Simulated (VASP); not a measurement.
# Tc3Sn (Fm-3m) in VASP: notebook

Runs on Tc3Sn. Level: PBE. Tasks: single point.

Everything below comes from runs of VASP 6.6.1. Logs are shortened: lines on timing, memory, paths and dates and some standing lists are left out, and cuts for length are marked.

## 1. The cell of the first run

The structure is cubic, space group Fm-3m (No. 225). The conventional cell has a = 6.344 Å, b = 6.344 Å, c = 6.344 Å, α = 90.00°, β = 90.00°, γ = 90.00°. Tc (site symmetry -43m) has 10 Tc at 2.75 to 3.17 Å and 4 Sn at 2.75 Å within 3.6 Å. Within 3.6 Å of Tc (site symmetry m-3m) lie 8 Tc at 2.75 Å and 6 Sn at 3.17 Å. Within 3.6 Å of Sn (site symmetry m-3m) lie 14 Tc at 2.75 to 3.17 Å.

## 2. Single point, PBE

The input, INCAR:

```
SYSTEM = Tc3Sn
PREC     = Accurate       ! precision mode
ENCUT    = 520            ! plane-wave cutoff, eV
EDIFF    = 1E-6           ! SCF threshold, eV
ISMEAR   = 0              ! smearing method
SIGMA    = 0.1            ! smearing width, eV
LREAL    = .False.        ! projectors in reciprocal space
LASPH    = .True.         ! aspherical terms in the spheres
NELM     = 60             ! most SCF steps
ALGO     = Normal         ! electronic algorithm
ISIF     = 2              ! what is computed and relaxed
LWAVE    = .False.        ! write WAVECAR
LCHARG   = .False.        ! write CHGCAR
GGA      = PE             ! functional
NBANDS   = 34             ! bands
```

The input, KPOINTS:

```
regular mesh
0
Gamma
  6 6 6
  0 0 0
```

The input, POSCAR:

```
Tc3Sn
1.0
    0.0000000000      3.1721900000      3.1721900000
    3.1721900000      0.0000000000      3.1721900000
    3.1721900000      3.1721900000      0.0000000000
Tc Sn
3 1
Direct
    0.2500000000      0.2500000000      0.2500000000
    0.7500000000      0.7500000000      0.7500000000
    0.5000000000      0.5000000000      0.5000000000
    0.0000000000      0.0000000000      0.0000000000
```

Potentials or basis: VASP PAW PBE potentials, release 64 (Tc_pv, Sn_d).

The run is started by

```bash
$ cat potpaw_PBE.64/Tc_pv/POTCAR potpaw_PBE.64/Sn_d/POTCAR > POTCAR
$ mpirun -np 1 vasp_std > vasp.out
```

OUTCAR:

```text
SYSTEM = Tc3Sn
   PREC = Accurate
   ENCUT = 520
   EDIFF = 1E-6
   ISMEAR = 0
   LREAL = .False.
   LASPH = .True.
   NELM = 60
   ISIF = 2
   GGA = PE

 ion  position               nearest neighbor table
   1  0.250  0.250  0.250-   4 2.75   4 2.75   4 2.75   3 2.75   4 2.75   3 2.75   3 2.75   3 2.75
                             2 3.17   2 3.17   2 3.17   2 3.17   2 3.17   2 3.17
   2  0.750  0.750  0.750-   3 2.75   3 2.75   3 2.75   3 2.75   4 2.75   4 2.75   4 2.75   4 2.75
                             1 3.17   1 3.17   1 3.17   1 3.17   1 3.17   1 3.17
   3  0.500  0.500  0.500-   1 2.75   1 2.75   1 2.75   1 2.75   2 2.75   2 2.75   2 2.75   2 2.75
                             4 3.17   4 3.17   4 3.17   4 3.17   4 3.17   4 3.17
   4  0.000  0.000  0.000-   2 2.75   2 2.75   2 2.75   1 2.75   2 2.75   1 2.75   1 2.75   1 2.75
                             3 3.17   3 3.17   3 3.17   3 3.17   3 3.17   3 3.17

  LATTYP: Found a face centered cubic cell.
 ALAT       =     6.3443800000

  Lattice vectors:

 A1 = (   0.0000000000,   3.1721900000,   3.1721900000)
 A2 = (   3.1721900000,   0.0000000000,   3.1721900000)
 A3 = (   3.1721900000,   3.1721900000,   0.0000000000)

Analysis of symmetry for initial positions (statically):
=====================================================================
 Subroutine PRICEL returns:
 Original cell was already a primitive cell.

 Routine SETGRP: Setting up the symmetry group for a
 face centered cubic supercell.

 Subroutine GETGRP returns: Found 48 space group operations
 (whereof 48 operations were pure point group operations)
 out of a pool of 48 trial point group operations.

The static configuration has the point symmetry O_h .

Analysis of symmetry for dynamics (positions and initial velocities):
=====================================================================
 Subroutine PRICEL returns:
 Original cell was already a primitive cell.

 Routine SETGRP: Setting up the symmetry group for a
 face centered cubic supercell.

 Subroutine GETGRP returns: Found 48 space group operations
 (whereof 48 operations were pure point group operations)
 out of a pool of 48 trial point group operations.

The dynamic configuration has the point symmetry O_h .

 Subroutine INISYM returns: Found 48 space group operations
 (whereof 48 operations are pure point group operations),
 and found     1 'primitive' translations

----------------------------------------------------------------------------------------

                                     Primitive cell

[... 86 lines left out ...]
   LREAL  =      F    real-space projection
   EDIFFG = 0.1E-04   stopping-criterion for IOM
   NSW    =      0    number of steps for IOM
   IBRION =     -1    ionic relax: 0-MD 1-quasi-New 2-CG
   NFREE  =      0    steps in history (QN), initial steepest desc. (CG)
   ISIF   =      2    stress and relaxation
   ISYM   =      2    0-nonsym 1-usesym 2-fastsym
   POTIM  = 0.5000    time-step for ionic-motion
   TEBEG  =    0.0;   TEEND  =   0.0 temperature during run
   PSTRESS=    0.0 pullay stress
   NELECT =      53.0000    total number of electrons
   NUPDOWN=      -1.0000    fix difference up-down
   EMIN   =  10.00;   EMAX   =-10.00  energy-range for DOS
   EFERMI =   0.00;   METHOD = LEGACY
   ISMEAR =     0;   SIGMA  =   0.10  broadening in eV -4-tet -1-fermi 0-gaus
   EFERMI_NEDOS =   21; number of points for ismear=-14 and -15
   IALGO  =     38    algorithm
   IMIX   =      4    mixing-type and parameters
     AMIX     =   0.40;   BMIX     =  1.00
     AMIX_MAG =   1.60;   BMIX_MAG =  1.00
  volume/ion in A,a.u.               =      15.96       107.71
  Fermi-wavevector in a.u.,A,eV,Ry     =   1.538618  2.907567 32.209707  2.367347
  Thomas-Fermi vector in A             =   2.644962
   LORBIT       =      0    0 simple, 1 ext, 2 COOP (PROOUT), +10 PAW based schemes
   GGA     = PE    functional components
   LHFCALC =     F    Hartree Fock is set to
   AEXX    =    0.0000 exact exchange contribution
   IVDW    =     0    specifies the selected vdW correction
   LEPSILON=     F    determine dielectric tensor
   LRPA    =     F    only Hartree local field effects (RPA)
 non-spin polarized calculation
 Gauss-broadening in eV      SIGMA  =   0.10
  energy-cutoff  :      520.00
  volume of cell :       63.84
 maximum number of plane-waves:      1759
 NGX is ok and might be reduce to    36
   NGX = 17   NGY = 17   NGZ = 17

 number of electron      53.0000002 magnetization

 Free energy of the ion-electron system (eV)
  ---------------------------------------------------
  ext. energy  EPLUGINS =         0.00000000
  ---------------------------------------------------
  free energy    TOTEN  =       -33.87877997 eV

  energy without entropy =      -33.85146075  energy(sigma->0) =      -33.86512036

 E-fermi :  12.3566     XC(G=0): -13.1366

 val. band max:       12.3012049897   @ k =   0.5000   0.5000   0.0000
 cond. band min:      12.3661019003   @ k =  -0.3333   0.3333   0.0000
 fundamental gap:      0.0648969106
 Fermi energy:        12.3565755162

 k-point     1 :       0.0000    0.0000    0.0000
  band No.  band energies     occupation
      1     -27.0817      2.00000
      2     -27.0817      2.00000
      3     -27.0817      2.00000
      4     -26.4146      2.00000
      5     -26.4146      2.00000
      6     -26.4146      2.00000
[... 581 lines left out ...]
     33      14.2280      0.00000
     34      18.8937      0.00000

------------------------ aborting loop because EDIFF is reached ----------------------------------------

  FORCE on cell =-STRESS in cart. coord.  units (eV):
  Direction    XX          YY          ZZ          XY          YZ          ZX
  --------------------------------------------------------------------------------------
  -------------------------------------------------------------------------------------
  Total       -0.7915654     -0.7915654     -0.7915654     -0.0000000      0.0000000      0.0000000
  in kB      -19.8650573    -19.8650573    -19.8650573     -0.0000000      0.0000000      0.0000000
  external PRESSURE =     -19.8650573 kB  Pullay stress =       0.0000000 kB

 VOLUME and BASIS-vectors are now :
 -----------------------------------------------------------------------------
  energy-cutoff  :      520.00
  volume of cell :       63.84
      direct lattice vectors                 reciprocal lattice vectors
     0.000000000  3.172190000  3.172190000    -0.157619815  0.157619815  0.157619815
     3.172190000  0.000000000  3.172190000     0.157619815 -0.157619815  0.157619815
     3.172190000  3.172190000  0.000000000     0.157619815  0.157619815 -0.157619815

 POSITION                                       TOTAL-FORCE (eV/Angst)
 -----------------------------------------------------------------------------------
      1.58610      1.58610      1.58610        -0.000000      0.000000     -0.000000
      4.75828      4.75828      4.75828         0.000000     -0.000000      0.000000
      3.17219      3.17219      3.17219        -0.000000     -0.000000     -0.000000
      0.00000      0.00000      0.00000        -0.000000     -0.000000     -0.000000
 -----------------------------------------------------------------------------------
    total drift:                                0.000000      0.000000      0.000000

  FREE ENERGIE OF THE ION-ELECTRON SYSTEM (eV)
  ---------------------------------------------------
  free  energy   TOTEN  =       -33.8787799706 eV

  energy  without entropy=      -33.8514607502  energy(sigma->0) =      -33.86512036
```

OSZICAR:

```text
N       E                     dE             d eps       ncg     rms          rms(c)
DAV:   1     0.751295048673E+03    0.75130E+03   -0.28671E+04  1136   0.214E+03
DAV:   2     0.217336583427E+02   -0.72956E+03   -0.71289E+03  1140   0.594E+02
DAV:   3    -0.337836320131E+02   -0.55517E+02   -0.53394E+02  1218   0.162E+02
DAV:   4    -0.359404585111E+02   -0.21568E+01   -0.21263E+01  1238   0.324E+01
DAV:   5    -0.359944838438E+02   -0.54025E-01   -0.53997E-01  1400   0.543E+00    0.252E+01
DAV:   6    -0.351707686960E+02    0.82372E+00   -0.14334E+01  1142   0.242E+01    0.123E+01
DAV:   7    -0.350088097773E+02    0.16196E+00   -0.15966E+01  1180   0.198E+01    0.939E+00
DAV:   8    -0.339516485534E+02    0.10572E+01   -0.11939E+00  1148   0.912E+00    0.345E+00
DAV:   9    -0.339028745771E+02    0.48774E-01   -0.47579E-01  1202   0.584E+00    0.169E+00
DAV:  10    -0.338820497759E+02    0.20825E-01   -0.97314E-02  1152   0.264E+00    0.558E-01
DAV:  11    -0.338788036488E+02    0.32461E-02   -0.65330E-03  1196   0.845E-01    0.792E-02
DAV:  12    -0.338788074796E+02   -0.38308E-05   -0.40503E-04  1332   0.189E-01    0.508E-02
DAV:  13    -0.338787819916E+02    0.25488E-04   -0.41766E-05  1298   0.561E-02    0.131E-02
DAV:  14    -0.338787805956E+02    0.13960E-05   -0.27307E-06  1042   0.126E-02    0.841E-03
DAV:  15    -0.338787799706E+02    0.62496E-06   -0.13146E-06   742   0.976E-03
   1 F= -.33878780E+02 E0= -.33865120E+02  d E =-.273192E-01
```

Run time: 25 s. Hardware: 1 thread of Intel Xeon 6975P-C (Granite Rapids), shared host; peak memory 0.21 GiB.

Results:

```
Free energy : -33.8788 eV
Pressure    : -2.0 GPa
```

Caveat: spin-orbit coupling is left out, which moves the levels of the heavy elements.

## 3. Single point, PBE

The input, INCAR:

```
PREC = Accurate
ENCUT = 520
EDIFF = 1E-6
ISMEAR = 0
SIGMA = 0.1
LREAL = F
LASPH = T
NELM = 60
ALGO = Normal
ISIF = 2
LWAVE = F
LCHARG = F
GGA = PE
NBANDS = 34
```

The input, KPOINTS:

```
regular mesh
0
Gamma
  6 6 6
```

POSCAR is that of step 2.

Potentials or basis: VASP PAW PBE potentials, release 64 (Tc_pv, Sn_d).

The run is started by

```bash
$ cat potpaw_PBE.64/Tc_pv/POTCAR potpaw_PBE.64/Sn_d/POTCAR > POTCAR
$ mpirun -np 1 vasp_std > vasp.out
```

OUTCAR:

```text
PREC = Accurate
   ENCUT = 520
   EDIFF = 1E-6
   ISMEAR = 0
   LREAL = F
   LASPH = T
   NELM = 60
   ISIF = 2
   GGA = PE

 ion  position               nearest neighbor table
   1  0.250  0.250  0.250-   4 2.75   4 2.75   4 2.75   3 2.75   4 2.75   3 2.75   3 2.75   3 2.75
                             2 3.17   2 3.17   2 3.17   2 3.17   2 3.17   2 3.17
   2  0.750  0.750  0.750-   3 2.75   3 2.75   3 2.75   3 2.75   4 2.75   4 2.75   4 2.75   4 2.75
                             1 3.17   1 3.17   1 3.17   1 3.17   1 3.17   1 3.17
   3  0.500  0.500  0.500-   1 2.75   1 2.75   1 2.75   1 2.75   2 2.75   2 2.75   2 2.75   2 2.75
                             4 3.17   4 3.17   4 3.17   4 3.17   4 3.17   4 3.17
   4  0.000  0.000  0.000-   2 2.75   2 2.75   2 2.75   1 2.75   2 2.75   1 2.75   1 2.75   1 2.75
                             3 3.17   3 3.17   3 3.17   3 3.17   3 3.17   3 3.17

  LATTYP: Found a face centered cubic cell.
 ALAT       =     6.3443800000

  Lattice vectors:

 A1 = (   0.0000000000,   3.1721900000,   3.1721900000)
 A2 = (   3.1721900000,   0.0000000000,   3.1721900000)
 A3 = (   3.1721900000,   3.1721900000,   0.0000000000)

Analysis of symmetry for initial positions (statically):
[... 172 lines left out ...]
 cond. band min:      12.3661019003   @ k =  -0.3333   0.3333   0.0000
 fundamental gap:      0.0648969106
 Fermi energy:        12.3565755162

 k-point     1 :       0.0000    0.0000    0.0000
  band No.  band energies     occupation
      1     -27.0817      2.00000
      2     -27.0817      2.00000
      3     -27.0817      2.00000
      4     -26.4146      2.00000
      5     -26.4146      2.00000
      6     -26.4146      2.00000
[... 581 lines left out ...]
     33      14.2280      0.00000
     34      18.8937      0.00000

------------------------ aborting loop because EDIFF is reached ----------------------------------------

  FORCE on cell =-STRESS in cart. coord.  units (eV):
  Direction    XX          YY          ZZ          XY          YZ          ZX
  --------------------------------------------------------------------------------------
  -------------------------------------------------------------------------------------
  Total       -0.7915654     -0.7915654     -0.7915654     -0.0000000      0.0000000      0.0000000
  in kB      -19.8650573    -19.8650573    -19.8650573     -0.0000000      0.0000000      0.0000000
  external PRESSURE =     -19.8650573 kB  Pullay stress =       0.0000000 kB

 VOLUME and BASIS-vectors are now :
 -----------------------------------------------------------------------------
  energy-cutoff  :      520.00
  volume of cell :       63.84
      direct lattice vectors                 reciprocal lattice vectors
     0.000000000  3.172190000  3.172190000    -0.157619815  0.157619815  0.157619815
     3.172190000  0.000000000  3.172190000     0.157619815 -0.157619815  0.157619815
     3.172190000  3.172190000  0.000000000     0.157619815  0.157619815 -0.157619815

 POSITION                                       TOTAL-FORCE (eV/Angst)
 -----------------------------------------------------------------------------------
      1.58610      1.58610      1.58610        -0.000000      0.000000     -0.000000
      4.75828      4.75828      4.75828         0.000000     -0.000000      0.000000
      3.17219      3.17219      3.17219        -0.000000     -0.000000     -0.000000
      0.00000      0.00000      0.00000        -0.000000     -0.000000     -0.000000
 -----------------------------------------------------------------------------------
    total drift:                                0.000000      0.000000      0.000000

  FREE ENERGIE OF THE ION-ELECTRON SYSTEM (eV)
  ---------------------------------------------------
  free  energy   TOTEN  =       -33.8787799706 eV

  energy  without entropy=      -33.8514607502  energy(sigma->0) =      -33.86512036
```

OSZICAR:

```text
N       E                     dE             d eps       ncg     rms          rms(c)
DAV:   1     0.751295048673E+03    0.75130E+03   -0.28671E+04  1136   0.214E+03
DAV:   2     0.217336583427E+02   -0.72956E+03   -0.71289E+03  1140   0.594E+02
DAV:   3    -0.337836320131E+02   -0.55517E+02   -0.53394E+02  1218   0.162E+02
DAV:   4    -0.359404585111E+02   -0.21568E+01   -0.21263E+01  1238   0.324E+01
DAV:   5    -0.359944838438E+02   -0.54025E-01   -0.53997E-01  1400   0.543E+00    0.252E+01
DAV:   6    -0.351707686960E+02    0.82372E+00   -0.14334E+01  1142   0.242E+01    0.123E+01
DAV:   7    -0.350088097773E+02    0.16196E+00   -0.15966E+01  1180   0.198E+01    0.939E+00
DAV:   8    -0.339516485534E+02    0.10572E+01   -0.11939E+00  1148   0.912E+00    0.345E+00
DAV:   9    -0.339028745771E+02    0.48774E-01   -0.47579E-01  1202   0.584E+00    0.169E+00
DAV:  10    -0.338820497759E+02    0.20825E-01   -0.97314E-02  1152   0.264E+00    0.558E-01
DAV:  11    -0.338788036488E+02    0.32461E-02   -0.65330E-03  1196   0.845E-01    0.792E-02
DAV:  12    -0.338788074796E+02   -0.38308E-05   -0.40503E-04  1332   0.189E-01    0.508E-02
DAV:  13    -0.338787819916E+02    0.25488E-04   -0.41766E-05  1298   0.561E-02    0.131E-02
DAV:  14    -0.338787805956E+02    0.13960E-05   -0.27307E-06  1042   0.126E-02    0.841E-03
DAV:  15    -0.338787799706E+02    0.62496E-06   -0.13146E-06   742   0.976E-03
   1 F= -.33878780E+02 E0= -.33865120E+02  d E =-.273192E-01
```

stdout:

```text
POSCAR found type information on POSCAR TcSn
 POSCAR found :  2 types and       4 ions
 scaLAPACK will be used
 LDA part: xc-table for (Slater+PW92), standard interpolation
 POSCAR, INCAR and KPOINTS ok, starting setup
 FFT: planning ... GRIDC
 FFT: planning ... GRID_SOFT
 FFT: planning ... GRID
 WAVECAR not read
 entering main loop
```

Wall time 26 s (1 thread of Intel Xeon 6975P-C (Granite Rapids), shared host); peak memory 0.21 GiB.

What came out:

| Item | Value |
| --- | --- |
| Free energy | -33.8788 eV |
| Pressure | -2.0 GPa |

Caveat: spin-orbit coupling is left out, which moves the levels of the heavy elements.
